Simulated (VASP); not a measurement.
# Al2O3 (R-3c) in VASP: relaxation of cell and atoms with r2SCAN

Aim: the relaxation of cell and atoms of Al2O3 with r2SCAN.

Program: VASP 6.6.1. These are calculated values, not measurements. Logs are shortened: lines on timing, memory, paths and dates and some standing lists are left out, and cuts for length are marked.

## 1. The cell of the first run

It takes space group R-3c (No. 167, trigonal). The conventional cell has a = 4.760 Å, b = 4.760 Å, c = 12.996 Å, α = 90.00°, β = 90.00°, γ = 120.00°. Within 2.5 Å of Al (site symmetry 3) lie 6 O at 1.85 to 1.97 Å. O (site symmetry 2) has 4 Al at 1.85 to 1.97 Å and 12 O at 2.53 to 2.86 Å within 2.9 Å.

## 2. Relaxation of cell and atoms, r2SCAN

Input file POSCAR:

```
Al2O3
1.0
    2.3802500000      1.3742379782      4.3318666667
   -2.3802500000      1.3742379782      4.3318666667
    0.0000000000     -2.7484759565      4.3318666667
Al O
4 6
Direct
    0.3521600000      0.3521600000      0.3521600000
    0.1478400000      0.1478400000      0.1478400000
    0.6478400000      0.6478400000      0.6478400000
    0.8521600000      0.8521600000      0.8521600000
    0.5566800000      0.9433200000      0.2500000000
    0.2500000000      0.5566800000      0.9433200000
    0.9433200000      0.2500000000      0.5566800000
    0.4433200000      0.0566800000      0.7500000000
    0.7500000000      0.4433200000      0.0566800000
    0.0566800000      0.7500000000      0.4433200000
```

Input file INCAR.step1:

```
PREC = Accurate
ENCUT = 600
ISMEAR = 0
SIGMA = 0.01
LREAL = False
LASPH = True
NELM = 80
GGA = PE
ALGO = Normal
EDIFF = 1E-4
LWAVE = True
LCHARG = False
```

Input file INCAR.step2:

```
PREC = Accurate
ENCUT = 600
EDIFF = 1E-6
ISMEAR = 0
SIGMA = 0.01
LREAL = False
LASPH = True
NELM = 80
ALGO = Normal
ISIF = 3
LWAVE = False
LCHARG = False
METAGGA = R2SCAN
LMIXTAU = True
IBRION = 2
NSW = 100
EDIFFG = -0.003
ISTART = 1
```

Input file KPOINTS:

```
regular mesh
0
Gamma
  5 5 5
```

Potentials or basis: VASP PAW PBE potentials, release 64 (Al, O).

Started as:

```sh
> cat potpaw_PBE.64/Al/POTCAR potpaw_PBE.64/O/POTCAR > POTCAR
> cp INCAR.step1 INCAR
> mpirun -np 1 vasp_std > vasp.out
> cp INCAR.step2 INCAR
> mpirun -np 1 vasp_std > vasp.out
```

OUTCAR:

```text
PREC = Accurate
   ENCUT = 600
   EDIFF = 1E-6
   ISMEAR = 0
   LREAL = False
   LASPH = True
   NELM = 80
   ISIF = 3
   METAGGA = R2SCAN
   IBRION = 2
   NSW = 100
   EDIFFG = -0.003
   ISTART = 1

 ion  position               nearest neighbor table
   1  0.352  0.352  0.352-   9 1.85  10 1.85   8 1.85   7 1.97   5 1.97   6 1.97   2 2.66   3 2.79
                             3 2.79   3 2.79   2 3.22   2 3.22   2 3.22
   2  0.148  0.148  0.148-  10 1.85   9 1.85   8 1.85   6 1.97   5 1.97   7 1.97   1 2.66   4 2.79
                             4 2.79   4 2.79   1 3.22   1 3.22   1 3.22
   3  0.648  0.648  0.648-   6 1.85   7 1.85   5 1.85  10 1.97   8 1.97   9 1.97   4 2.66   1 2.79
                             1 2.79   1 2.79   4 3.22   4 3.22   4 3.22
   4  0.852  0.852  0.852-   7 1.85   6 1.85   5 1.85   9 1.97   8 1.97  10 1.97   3 2.66   2 2.79
                             2 2.79   2 2.79   3 3.22   3 3.22   3 3.22
   5  0.557  0.943  0.250-   3 1.85   4 1.85   1 1.97   2 1.97
   6  0.250  0.557  0.943-   3 1.85   4 1.85   2 1.97   1 1.97
   7  0.943  0.250  0.557-   4 1.85   3 1.85   1 1.97   2 1.97
   8  0.443  0.057  0.750-   1 1.85   2 1.85   3 1.97   4 1.97
   9  0.750  0.443  0.057-   1 1.85   2 1.85   4 1.97   3 1.97
  10  0.057  0.750  0.443-   2 1.85   1 1.85   3 1.97   4 1.97

  LATTYP: Found a trigonal (rhomboedric) cell.
 ALAT       =     5.1302230849
 COS(alpha) =     0.5694707703

  Lattice vectors:

 A1 = (   2.3802500000,   1.3742379782,   4.3318666667)
 A2 = (  -2.3802500000,   1.3742379782,   4.3318666667)
 A3 = (   0.0000000000,  -2.7484759565,   4.3318666667)

Analysis of symmetry for initial positions (statically):
=====================================================================
 Subroutine PRICEL returns:
 Original cell was already a primitive cell.

 Routine SETGRP: Setting up the symmetry group for a
 trigonal (rhombohedral) supercell.

 Subroutine GETGRP returns: Found 12 space group operations
 (whereof  6 operations were pure point group operations)
 out of a pool of 12 trial point group operations.

The static configuration has the point symmetry S_6 .
 The point group associated with its full space group is D_3d.

Analysis of symmetry for dynamics (positions and initial velocities):
=====================================================================
 Subroutine PRICEL returns:
 Original cell was already a primitive cell.

 Routine SETGRP: Setting up the symmetry group for a
 trigonal (rhombohedral) supercell.

 Subroutine GETGRP returns: Found 12 space group operations
 (whereof  6 operations were pure point group operations)
 out of a pool of 12 trial point group operations.

The dynamic configuration has the point symmetry S_6 .
 The point group associated with its full space group is D_3d.

 Subroutine INISYM returns: Found 12 space group operations
 (whereof  6 operations are pure point group operations),
 and found     1 'primitive' translations

----------------------------------------------------------------------------------------

                                     Primitive cell

  volume of cell :      85.0180

  direct lattice vectors                    reciprocal lattice vectors
     2.380250000  1.374237978  4.331866667     0.210061968  0.121279334  0.076949121
    -2.380250000  1.374237978  4.331866667    -0.210061968  0.121279334  0.076949121
     0.000000000 -2.748475957  4.331866667     0.000000000 -0.242558668  0.076949121

  length of vectors
     5.130223085  5.130223085  5.130223085     0.254471756  0.254471756  0.254471756

  position of ions in fractional coordinates (direct lattice)
     0.352160000  0.352160000  0.352160000
     0.147840000  0.147840000  0.147840000
     0.647840000  0.647840000  0.647840000
     0.852160000  0.852160000  0.852160000
     0.556680000  0.943320000  0.250000000
     0.250000000  0.556680000  0.943320000
     0.943320000  0.250000000  0.556680000
     0.443320000  0.056680000  0.750000000
     0.750000000  0.443320000  0.056680000
     0.056680000  0.750000000  0.443320000

  ion indices of the primitive-cell ions
   primitive index   ion index
                 1           1
                 2           2
                 3           3
                 4           4
                 5           5
                 6           6
                 7           7
                 8           8
                 9           9
                10          10

----------------------------------------------------------------------------------------

 KPOINTS: regular mesh

Automatic generation of k-mesh.
 Grid dimensions read from file:
 generate k-points for:    5    5    5

 Generating k-lattice:

  Cartesian coordinates                     Fractional coordinates (reciprocal lattice)
     0.042012394  0.024255867  0.015389824     0.200000000  0.000000000  0.000000000
    -0.042012394  0.024255867  0.015389824     0.000000000  0.200000000  0.000000000
     0.000000000 -0.048511734  0.015389824    -0.000000000 -0.000000000  0.200000000

  Length of vectors
     0.050894351  0.050894351  0.050894351

  Shift w.r.t. Gamma in fractional coordinates (k-lattice)
     0.000000000  0.000000000  0.000000000

 Subroutine IBZKPT returns following result:
 ===========================================

 Found     19 irreducible k-points:

 Following reciprocal coordinates:
            Coordinates               Weight
  0.000000  0.000000  0.000000      1.000000
  0.200000 -0.000000  0.000000      6.000000
  0.400000 -0.000000 -0.000000      6.000000
  0.200000  0.200000  0.000000      6.000000
  0.400000  0.200000 -0.000000     12.000000
 -0.400000  0.200000  0.000000     12.000000
[... 11 lines left out ...]
  0.400000  0.400000  0.400000      2.000000
 -0.400000  0.400000  0.400000      6.000000
   k-points           NKPTS =     19   k-points in BZ     NKDIM =     19   number of bands    NBANDS=     30
   number of dos      NEDOS =    301   number of ions     NIONS =     10
   total plane-waves  NPLWV =  74088
   dimension x,y,z NGX =    42 NGY =   42 NGZ =   42
   dimension x,y,z NGXF=    84 NGYF=   84 NGZF=   84
   ions per type =               4   6
   NGX,Y,Z   is equivalent  to a cutoff of  13.61, 13.61, 13.61 a.u.
   NGXF,Y,Z  is equivalent  to a cutoff of  27.22, 27.22, 27.22 a.u.
 SYSTEM =  unknown system
   PREC   = accura    normal or accurate (medium, high low for compatibility)
   ISTART =      1    job   : 0-new  1-cont  2-samecut
   ICHARG =      0    charge: 1-file 2-atom 10-const
   ISPIN  =      1    spin polarized calculation?
   LNONCOLLINEAR =      F non collinear calculations
   LSORBIT =      F    spin-orbit coupling
   LASPH  =      T    aspherical Exc in radial PAW
   ENCUT  =  600.0 eV  44.10 Ry    6.64 a.u.  10.25 10.25 10.25*2*pi/ulx,y,z
   NELM   =     80;   NELMIN=  2; NELMDL=  0     # of ELM steps
   EDIFF  = 0.1E-05   stopping-criterion for ELM
   LREAL  =      F    real-space projection
   EDIFFG = -.3E-02   stopping-criterion for IOM
   NSW    =    100    number of steps for IOM
   IBRION =      2    ionic relax: 0-MD 1-quasi-New 2-CG
   NFREE  =      1    steps in history (QN), initial steepest desc. (CG)
   ISIF   =      3    stress and relaxation
   ISYM   =      2    0-nonsym 1-usesym 2-fastsym
   POTIM  = 0.5000    time-step for ionic-motion
   TEBEG  =    0.0;   TEEND  =   0.0 temperature during run
   PSTRESS=    0.0 pullay stress
   NELECT =      48.0000    total number of electrons
   NUPDOWN=      -1.0000    fix difference up-down
   EMIN   =  10.00;   EMAX   =-10.00  energy-range for DOS
   EFERMI =   0.00;   METHOD = LEGACY
   ISMEAR =     0;   SIGMA  =   0.01  broadening in eV -4-tet -1-fermi 0-gaus
   EFERMI_NEDOS =   21; number of points for ismear=-14 and -15
   IALGO  =     38    algorithm
   IMIX   =      4    mixing-type and parameters
     AMIX     =   0.40;   BMIX     =  1.00
     AMIX_MAG =   1.60;   BMIX_MAG =  1.00
  volume/ion in A,a.u.               =       8.50        57.37
  Fermi-wavevector in a.u.,A,eV,Ry     =   1.353064  2.556920 24.909299  1.830782
  Thomas-Fermi vector in A             =   2.480350
   LORBIT       =      0    0 simple, 1 ext, 2 COOP (PROOUT), +10 PAW based schemes
   METAGGA = R2SCAN    functional components
   LHFCALC =     F    Hartree Fock is set to
   AEXX    =    0.0000 exact exchange contribution
   IVDW    =     0    specifies the selected vdW correction
   LEPSILON=     F    determine dielectric tensor
   LRPA    =     F    only Hartree local field effects (RPA)
 conjugate gradient relaxation of ions
 non-spin polarized calculation
 Gauss-broadening in eV      SIGMA  =   0.01
  energy-cutoff  :      600.00
  volume of cell :       85.02
 maximum number of plane-waves:      2865
 NGX is ok and might be reduce to    42
   NGX = 21   NGY = 21   NGZ = 21

--------------------------------------- Ionic step        1  -------------------------------------------

 number of electron      48.0000003 magnetization

 Free energy of the ion-electron system (eV)
  ---------------------------------------------------
  ext. energy  EPLUGINS =         0.00000000
  ---------------------------------------------------
  free energy    TOTEN  =       -96.29288142 eV

  energy without entropy =      -96.29288142  energy(sigma->0) =      -96.29288142

------------------------ aborting loop because EDIFF is reached ----------------------------------------

  FORCE on cell =-STRESS in cart. coord.  units (eV):
  Direction    XX          YY          ZZ          XY          YZ          ZX
  --------------------------------------------------------------------------------------
  -------------------------------------------------------------------------------------
  Total       -0.5104454     -0.5104454     -0.5814818      0.0000000      0.0000000     -0.0000000
  in kB       -9.6194233     -9.6194233    -10.9581158      0.0000000      0.0000000     -0.0000000
  external PRESSURE =     -10.0656541 kB  Pullay stress =       0.0000000 kB
[... 337 lines left out ...]
  energy  without entropy=      -96.2951224237  energy(sigma->0) =      -96.29512242

--------------------------------------- Ionic step        9  -------------------------------------------

 number of electron      48.0000002 magnetization

 Free energy of the ion-electron system (eV)
  ---------------------------------------------------
  ext. energy  EPLUGINS =         0.00000000
  ---------------------------------------------------
  free energy    TOTEN  =       -96.29512271 eV

  energy without entropy =      -96.29512271  energy(sigma->0) =      -96.29512271

 E-fermi :   5.8122     XC(G=0): -12.2463

 val. band max:        5.7708093045   @ k =   0.0000   0.0000   0.0000
 cond. band min:      12.9725828573   @ k =   0.0000   0.0000   0.0000
 fundamental gap:      7.2017735528
 Fermi energy:         5.8121527769

 k-point     1 :       0.0000    0.0000    0.0000
  band No.  band energies     occupation
      1     -14.4574      2.00000
      2     -12.1544      2.00000
      3     -11.8762      2.00000
      4     -11.8762      2.00000
      5     -11.5655      2.00000
      6     -11.5655      2.00000
[... 653 lines left out ...]
  FREE ENERGIE OF THE ION-ELECTRON SYSTEM (eV)
  ---------------------------------------------------
  free  energy   TOTEN  =       -96.2951227110 eV

  energy  without entropy=      -96.2951227110  energy(sigma->0) =      -96.29512271

 reached required accuracy - stopping structural energy minimisation
```

Wall time 12 min (1 thread of Intel Xeon Platinum 8488C (Sapphire Rapids), shared host); peak memory 0.3 GiB.

Results:

* Free energy: -96.2951 eV
* Relaxed volume: 8.47 Å³/atom
* Relaxed cell: a = 5.124 Å, b = 5.124 Å, c = 5.124 Å, α = 55.28°, β = 55.28°, γ = 55.28°
* Space group after relaxing (to 0.1 Å): R-3c (No. 167)
* Energy gained by relaxing: 0.2 meV/atom
* Ionic steps: 9
* Pressure after relaxing: 0.0 GPa
* Band gap on the k mesh: 7.20 eV

The path:
```csv
step,energy change (eV),largest force (eV/Å),pressure (GPa),volume (Å³)
1,0.0000,0.0808,-1.01,85.02
2,-0.0013,0.0274,0.99,84.36
3,-0.0021,0.0323,0.24,84.61
4,-0.0021,0.0349,0.17,84.63
5,-0.0022,0.0079,-0.04,84.70
6,-0.0022,0.0058,0.01,84.68
7,-0.0022,0.0063,-0.02,84.69
8,-0.0022,0.0040,-0.01,84.69
9,-0.0022,0.0015,0.00,84.68
```

Final structure:
```xyz
10
Lattice="2.3769 1.3723 4.3270 -2.3769 1.3723 4.3270 0.0000 -2.7446 4.3270" Properties=species:S:1:pos:R:3 pbc="T T T"
Al    0.0000    0.0000    4.5669
Al    0.0000    0.0000    1.9235
Al    0.0000    0.0000    8.4140
Al    0.0000    0.0000   11.0574
O    -0.9208    1.3723    7.5722
O    -0.7280   -1.4836    7.5722
O     1.6489    0.1113    7.5722
O     0.9208   -1.3723    5.4087
O     0.7280    1.4836    5.4087
O    -1.6489   -0.1113    5.4087
```

Caveat: the PAW data sets were made with another functional, which shifts forces and pressure a little. r2SCAN opens gaps a little over a GGA but as a rule still falls short of measured ones.
